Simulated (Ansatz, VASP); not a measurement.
## Cu in VASP and in Ansatz

INCAR

```
SYSTEM = Cu
  PREC = Accurate
  ENCUT = 520
  EDIFF = 1E-6
  ISMEAR = 1
  SIGMA = 0.1
  LREAL = .FALSE.
  LASPH = .TRUE.
  NELM = 100
  ALGO = Normal
  ISIF = 2
  LWAVE = .FALSE.
  LCHARG = .FALSE.
  GGA = PS
  NBANDS = 42
```

File KPOINTS:

```
Automatic mesh
0
G
  11 11 1
  0 0 0
```

File POSCAR:

```
Cu
1.0
    2.5036580000      0.0000000000      0.0000000000
   -1.2518290000      2.1682320000      0.0000000000
    0.0000000000      0.0000000000     24.5755890000
Cu
6
Direct
    0.0000000000      0.0000000000      0.3737640000
    0.6666666667      0.3333333333      0.2896140000
    0.3333333333      0.6666666667      0.4579910000
    0.0000000000      0.0000000000      0.6262360000
    0.6666666667      0.3333333333      0.5420090000
    0.3333333333      0.6666666667      0.7103860000
```

Input for Ansatz:

```yaml
crystal:
  lattice:
    - [2.503658, 0.0, 0.0]
    - [-1.251829, 2.168232, 0.0]
    - [0.0, 0.0, 24.575589]
  atoms:
    - { symbol: Cu, position: [0.0, 0.0, 0.373764] }
    - { symbol: Cu, position: [0.6666666666666666, 0.3333333333333333, 0.289614] }
    - { symbol: Cu, position: [0.3333333333333333, 0.6666666666666666, 0.457991] }
    - { symbol: Cu, position: [0.0, 0.0, 0.626236] }
    - { symbol: Cu, position: [0.6666666666666666, 0.3333333333333333, 0.542009] }
    - { symbol: Cu, position: [0.3333333333333333, 0.6666666666666666, 0.710386] }
basis:
  ecutwfc: 500.0
kpoints:
  mp_grid:
    grid: [11, 11, 1]
hamiltonian:
  xc: pbesol
scf:
  occupations:
    method: methfessel_paxton
    width: 0.1
output:
  forces: true
  stress: true
```

Alike in both runs: task single point; functional PBEsol; k mesh 11 × 11 × 1; occupations methfessel-paxton of order 1, width 0.1 eV; no spin polarisation.

|  | VASP | Ansatz |
| --- | --- | --- |
| version | VASP 6.6.1 | Ansatz 0.2.0 |
| potentials or method | VASP PAW PBE potentials, release 64 (Cu), cutoff 520 eV | plane waves, PAW |
| valence electrons in the cell | 66 | 114 |

VASP gave:

- rms of the force components (eV/Å): 0.042

Q: What did Ansatz give for the same quantities?

A: rms of the force components (eV/Å): 0.047.

VASP's potentials were made for PBE, not for PBEsol. Atom by atom the forces differ by 0.008 eV/Å (rms over components). With one functional, cell and mesh, what is left measures potentials, basis and numerics. VASP's potentials hold 66 valence electrons a cell and Ansatz's 114, so a difference there can come from the potentials and not from the codes.
